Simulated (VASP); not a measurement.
# Ta2N (P-1) in VASP: notebook

Runs on Ta2N. Level: LDA. Tasks: single point.

Program: VASP 6.6.1. These are calculated values, not measurements. Logs are shortened: lines on timing, memory, paths and dates and some standing lists are left out, and cuts for length are marked.

## (1) The cell of the first run

The typed cell holds 3 atoms: a = 3.069 Å, b = 3.249 Å, c = 4.564 Å, α = 90.00°, β = 90.00°, γ = 125.89°.

## (2) Single point, LDA (engineering shear strain xy -0.1400, normal strain along z -0.0467)

File INCAR:

```
SYSTEM = Ta2N
PREC = Accurate
ENCUT = 700
EDIFF = 1E-6
ISMEAR = 0
SIGMA = 0.15
LREAL = .FALSE.
LASPH = .TRUE.
NELM = 120
ALGO = Normal
ISIF = 2
LWAVE = .FALSE.
LCHARG = .FALSE.
GGA = CA
NBANDS = 22
GGA_COMPAT = .FALSE.
```

File KPOINTS:

```
Automatic mesh
0
G
  15 15 8
  0 0 0
```

File POSCAR:

```
Ta2N
1.0
    3.0618406011     -0.2143288420      0.0000000000
   -1.7165345226      2.7587961639      0.0000000000
    0.0000000000      0.0000000000      4.5636021781
Ta N
2 1
Direct
    0.6666666667      0.3333333333      0.7466885012
    0.3333333333      0.6666666667      0.2533114988
    0.0000000000      0.0000000000      0.0000000000
```

Potentials or basis: VASP PAW LDA potentials, release 64 (Ta_sv_GW, N).

Started as:

```console
cat potpaw_LDA.64/Ta_sv_GW/POTCAR potpaw_LDA.64/N/POTCAR > POTCAR
mpirun -np 1 vasp_std > vasp.out
```

OUTCAR:

```text
SYSTEM = Ta2N
   PREC = Accurate
   ENCUT = 700
   EDIFF = 1E-6
   ISMEAR = 0
   LREAL = .FALSE.
   LASPH = .TRUE.
   NELM = 120
   ISIF = 2
   GGA = CA

 ion  position               nearest neighbor table
   1  0.667  0.333  0.747-   3 2.02   3 2.12   3 2.20   2 2.80   2 2.85   2 2.87   2 2.91   2 2.93
                             2 2.98
   2  0.333  0.667  0.253-   3 2.02   3 2.12   3 2.20   1 2.80   1 2.85   1 2.87   1 2.91   1 2.93
                             1 2.98
   3  0.000  0.000  0.000-   1 2.02   2 2.02   1 2.12   2 2.12   1 2.20   2 2.20

  LATTYP: Found a simple monoclinic cell.
 ALAT       =     2.8782220896
 B/A-ratio  =     1.5855629052
 C/A-ratio  =     1.0663989255
 COS(beta)  =    -0.4045359157

  Lattice vectors:

 A1 = (   1.3453060785,   2.5444673219,   0.0000000000)
 A2 = (   0.0000000000,   0.0000000000,  -4.5636021781)
 A3 = (  -3.0618406011,   0.2143288420,   0.0000000000)

Analysis of symmetry for initial positions (statically):
=====================================================================
 Subroutine PRICEL returns:
 Original cell was already a primitive cell.

 Routine SETGRP: Setting up the symmetry group for a
 simple monoclinic supercell.

 Subroutine GETGRP returns: Found  2 space group operations
 (whereof  2 operations were pure point group operations)
 out of a pool of  4 trial point group operations.

The static configuration has the point symmetry S_2 .

Analysis of symmetry for dynamics (positions and initial velocities):
=====================================================================
 Subroutine PRICEL returns:
 Original cell was already a primitive cell.

 Routine SETGRP: Setting up the symmetry group for a
 simple monoclinic supercell.

 Subroutine GETGRP returns: Found  2 space group operations
 (whereof  2 operations were pure point group operations)
 out of a pool of  4 trial point group operations.

The dynamic configuration has the point symmetry S_2 .

 Subroutine INISYM returns: Found  2 space group operations
 (whereof  2 operations are pure point group operations),
 and found     1 'primitive' translations

----------------------------------------------------------------------------------------

                                     Primitive cell

  volume of cell :      36.8698

  direct lattice vectors                    reciprocal lattice vectors
     3.061840601 -0.214328842  0.000000000     0.341473574  0.212466287  0.000000000
    -1.716534523  2.758796164  0.000000000     0.026528830  0.378983292  0.000000000
     0.000000000  0.000000000  4.563602178     0.000000000  0.000000000  0.219125147

  length of vectors
     3.069332944  3.249222529  4.563602178     0.402176734  0.379910667  0.219125147

  position of ions in fractional coordinates (direct lattice)
     0.666666667  0.333333333  0.746688501
     0.333333333  0.666666667  0.253311499
     0.000000000  0.000000000  0.000000000

  ion indices of the primitive-cell ions
   primitive index   ion index
                 1           1
                 2           2
                 3           3

----------------------------------------------------------------------------------------

 KPOINTS: Automatic mesh

Automatic generation of k-mesh.
 Grid dimensions read from file:
 generate k-points for:   15   15    8

 Generating k-lattice:

  Cartesian coordinates                     Fractional coordinates (reciprocal lattice)
     0.022764905  0.014164419  0.000000000     0.066666667 -0.000000000  0.000000000
     0.001768589  0.025265553  0.000000000     0.000000000  0.066666667  0.000000000
     0.000000000  0.000000000  0.027390643     0.000000000  0.000000000  0.125000000

  Length of vectors
     0.026811782  0.025327378  0.027390643

  Shift w.r.t. Gamma in fractional coordinates (k-lattice)
     0.000000000  0.000000000  0.000000000

 Subroutine IBZKPT returns following result:
 ===========================================

 Found    901 irreducible k-points:

 Following reciprocal coordinates:
            Coordinates               Weight
  0.000000  0.000000  0.000000      1.000000
  0.066667 -0.000000  0.000000      2.000000
  0.133333  0.000000  0.000000      2.000000
  0.200000  0.000000  0.000000      2.000000
  0.266667  0.000000  0.000000      2.000000
  0.333333  0.000000  0.000000      2.000000
[... 16 lines left out ...]
 -0.066667  0.066667  0.000000      2.000000
  0.000000  0.133333  0.000000      2.000000
 [... further k-points ...]
   k-points           NKPTS =    901   k-points in BZ     NKDIM =    901   number of bands    NBANDS=     22
   number of dos      NEDOS =    301   number of ions     NIONS =      3
   total plane-waves  NPLWV =  31360
   dimension x,y,z NGX =    28 NGY =   28 NGZ =   40
   dimension x,y,z NGXF=    56 NGYF=   56 NGZF=   80
   ions per type =               2   1
   NGX,Y,Z   is equivalent  to a cutoff of  15.17, 14.33, 14.57 a.u.
   NGXF,Y,Z  is equivalent  to a cutoff of  30.33, 28.65, 29.14 a.u.
 SYSTEM =  Ta2N
   PREC   = accura    normal or accurate (medium, high low for compatibility)
   ISTART =      0    job   : 0-new  1-cont  2-samecut
   ICHARG =      2    charge: 1-file 2-atom 10-const
   ISPIN  =      1    spin polarized calculation?
   LNONCOLLINEAR =      F non collinear calculations
   LSORBIT =      F    spin-orbit coupling
   LASPH  =      T    aspherical Exc in radial PAW
   ENCUT  =  700.0 eV  51.45 Ry    7.17 a.u.   6.62  7.01  9.84*2*pi/ulx,y,z
   NELM   =    120;   NELMIN=  2; NELMDL= -5     # of ELM steps
   EDIFF  = 0.1E-05   stopping-criterion for ELM
   LREAL  =      F    real-space projection
   EDIFFG = 0.1E-04   stopping-criterion for IOM
   NSW    =      0    number of steps for IOM
   IBRION =     -1    ionic relax: 0-MD 1-quasi-New 2-CG
   NFREE  =      0    steps in history (QN), initial steepest desc. (CG)
   ISIF   =      2    stress and relaxation
   ISYM   =      2    0-nonsym 1-usesym 2-fastsym
   POTIM  = 0.5000    time-step for ionic-motion
   TEBEG  =    0.0;   TEEND  =   0.0 temperature during run
   PSTRESS=    0.0 pullay stress
   NELECT =      31.0000    total number of electrons
   NUPDOWN=      -1.0000    fix difference up-down
   EMIN   =  10.00;   EMAX   =-10.00  energy-range for DOS
   EFERMI =   0.00;   METHOD = LEGACY
   ISMEAR =     0;   SIGMA  =   0.15  broadening in eV -4-tet -1-fermi 0-gaus
   EFERMI_NEDOS =   21; number of points for ismear=-14 and -15
   IALGO  =     38    algorithm
   IMIX   =      4    mixing-type and parameters
     AMIX     =   0.40;   BMIX     =  1.00
     AMIX_MAG =   1.60;   BMIX_MAG =  1.00
  volume/ion in A,a.u.               =      12.29        82.94
  Fermi-wavevector in a.u.,A,eV,Ry     =   1.545155  2.919919 32.483951  2.387503
  Thomas-Fermi vector in A             =   2.650574
   LORBIT       =      0    0 simple, 1 ext, 2 COOP (PROOUT), +10 PAW based schemes
   GGA     = CA    functional components
   LHFCALC =     F    Hartree Fock is set to
   AEXX    =    0.0000 exact exchange contribution
   IVDW    =     0    specifies the selected vdW correction
   LEPSILON=     F    determine dielectric tensor
   LRPA    =     F    only Hartree local field effects (RPA)
 non-spin polarized calculation
 Gauss-broadening in eV      SIGMA  =   0.15
  energy-cutoff  :      700.00
  volume of cell :       36.87
 maximum number of plane-waves:      1580
   NGX = 13   NGY = 15   NGZ = 19

 number of electron      31.0000000 magnetization

 Free energy of the ion-electron system (eV)
  ---------------------------------------------------
  ext. energy  EPLUGINS =         0.00000000
  ---------------------------------------------------
  free energy    TOTEN  =       -42.05770715 eV

  energy without entropy =      -42.04441451  energy(sigma->0) =      -42.05106083

 E-fermi :  12.9277     XC(G=0): -14.0358

 val. band max:       12.9267830483   @ k =   0.1333   0.3333   0.2500
 cond. band min:      12.9323990516   @ k =  -0.4000   0.0667   0.1250
 fundamental gap:      0.0056160033
 Fermi energy:        12.9277323717

 k-point     1 :       0.0000    0.0000    0.0000
  band No.  band energies     occupation
      1     -54.9937      2.00000
      2     -54.8431      2.00000
      3     -22.5683      2.00000
      4     -21.6278      2.00000
      5     -21.4110      2.00000
      6     -21.4080      2.00000
[... 14 lines left out ...]
     21      15.3453      0.00000
     22      19.0802      0.00000

 k-point     2 :       0.0667   -0.0000    0.0000
  band No.  band energies     occupation
      1     -54.9889      2.00000
      2     -54.8415      2.00000
      3     -22.5460      2.00000
      4     -21.6436      2.00000
      5     -21.4726      2.00000
      6     -21.3961      2.00000
[... 14 lines left out ...]
     21      15.3630      0.00000
     22      19.3154      0.00000

 k-point     3 :       0.1333    0.0000    0.0000
  band No.  band energies     occupation
      1     -54.9751      2.00000
      2     -54.8371      2.00000
      3     -22.4809      2.00000
      4     -21.6881      2.00000
      5     -21.6007      2.00000
      6     -21.4179      2.00000
[... 14 lines left out ...]
     21      16.4356      0.00000
     22      19.4258      0.00000

 k-point     4 :       0.2000    0.0000    0.0000
  band No.  band energies     occupation
      1     -54.9540      2.00000
      2     -54.8314      2.00000
      3     -22.3788      2.00000
      4     -21.7921      2.00000
      5     -21.7459      2.00000
      6     -21.5540      2.00000
[... 14 lines left out ...]
     21      17.6782      0.00000
     22      19.1846      0.00000

 k-point     5 :       0.2667    0.0000    0.0000
  band No.  band energies     occupation
      1     -54.9283      2.00000
      2     -54.8261      2.00000
      3     -22.2503      2.00000
      4     -22.0001      2.00000
      5     -21.8336      2.00000
      6     -21.7223      2.00000
[... 14 lines left out ...]
     21      18.3062      0.00000
     22      19.2168      0.00000

 k-point     6 :       0.3333    0.0000    0.0000
  band No.  band energies     occupation
      1     -54.9013      2.00000
      2     -54.8235      2.00000
      3     -22.2161      2.00000
      4     -22.0949      2.00000
      5     -21.9516      2.00000
      6     -21.8277      2.00000
[... 14 lines left out ...]
     21      18.2136      0.00000
     22      18.8431      0.00000

 k-point     7 :       0.4000    0.0000    0.0000
  band No.  band energies     occupation
      1     -54.8764      2.00000
      2     -54.8253      2.00000
      3     -22.3665      2.00000
      4     -22.0889      2.00000
      5     -21.9424      2.00000
      6     -21.8697      2.00000
[... 324 lines left out ...]
      6     -21.5935      2.00000
[... 14 lines left out ...]
     21      18.0998      0.00000
     22      18.8984      0.00000

 k-point    21 :      -0.2000    0.0667    0.0000
  band No.  band energies     occupation
      1     -54.9666      2.00000
      2     -54.8364      2.00000
      3     -22.4320      2.00000
      4     -21.7659      2.00000
      5     -21.6689      2.00000
      6     -21.4740      2.00000
[... 14 lines left out ...]
     21      17.0864      0.00000
     22      18.9433      0.00000

 k-point    22 :      -0.1333    0.0667    0.0000
  band No.  band energies     occupation
      1     -54.9831      2.00000
      2     -54.8408      2.00000
      3     -22.5126      2.00000
      4     -21.7030      2.00000
      5     -21.5169      2.00000
      6     -21.4307      2.00000
[... 14 lines left out ...]
     21      15.7854      0.00000
     22      19.0243      0.00000

 k-point    23 :      -0.0667    0.0667    0.0000
  band No.  band energies     occupation
      1     -54.9911      2.00000
      2     -54.8428      2.00000
      3     -22.5526      2.00000
      4     -21.6554      2.00000
      5     -21.4397      2.00000
      6     -21.4164      2.00000
[... 14 lines left out ...]
     21      15.5298      0.00000
     22      18.9489      0.00000

 k-point    24 :       0.0000    0.1333    0.0000
  band No.  band energies     occupation
      1     -54.9779      2.00000
      2     -54.8385      2.00000
      3     -22.4922      2.00000
      4     -21.6695      2.00000
      5     -21.5889      2.00000
      6     -21.4274      2.00000
[... 14 lines left out ...]
     21      16.1912      0.00000
     22      18.9800      0.00000

 [... further k-points ...]

------------------------ aborting loop because EDIFF is reached ----------------------------------------

  FORCE on cell =-STRESS in cart. coord.  units (eV):
  Direction    XX          YY          ZZ          XY          YZ          ZX
  --------------------------------------------------------------------------------------
  -------------------------------------------------------------------------------------
  Total        4.6404014      4.6310434      7.3748805      6.0332023     -0.3929878     -2.4720712
  in kB      201.6488909    201.2422409    320.4758292    262.1731282    -17.0773047   -107.4239885
  external PRESSURE =     241.1223203 kB  Pullay stress =       0.0000000 kB

 VOLUME and BASIS-vectors are now :
 -----------------------------------------------------------------------------
  energy-cutoff  :      700.00
  volume of cell :       36.87
      direct lattice vectors                 reciprocal lattice vectors
     3.061840601 -0.214328842  0.000000000     0.341473574  0.212466287  0.000000000
    -1.716534523  2.758796164  0.000000000     0.026528830  0.378983292  0.000000000
     0.000000000  0.000000000  4.563602178     0.000000000  0.000000000  0.219125147

 POSITION                                       TOTAL-FORCE (eV/Angst)
 -----------------------------------------------------------------------------------
      1.46905      0.77671      3.40759         0.248913      0.053050     -0.501242
     -0.12374      1.76775      1.15601        -0.248913     -0.053050      0.501242
      0.00000      0.00000      0.00000        -0.000000      0.000000      0.000000
 -----------------------------------------------------------------------------------
    total drift:                               -0.000000      0.000000      0.000000

  FREE ENERGIE OF THE ION-ELECTRON SYSTEM (eV)
  ---------------------------------------------------
  free  energy   TOTEN  =       -42.0577071538 eV

  energy  without entropy=      -42.0444145148  energy(sigma->0) =      -42.05106083
```

Run time: 10 min. Hardware: 1 thread of Intel Xeon 6975P-C (Granite Rapids), shared host; peak memory 1.1 GiB.

Results:

- Free energy: -42.0577 eV
- Pressure: 24.1 GPa
- Largest force: 0.562 eV/Å
- Band gap on the k mesh: zero (an odd number of electrons rules out a gap without spin polarisation)

Forces in eV/Å, atoms in the order of the input:
```
Ta   0.249  0.053 -0.501
Ta  -0.249 -0.053  0.501
N    0.000  0.000  0.000
```

Caveat: the cell differs from its parent crystal (engineering shear strain xy -0.1400, normal strain along z -0.0467); the stress differs along the axes, from 20 to 32 GPa; spin-orbit coupling is left out, which moves the levels of the heavy elements.

(Part 1 of 2 ends here.)
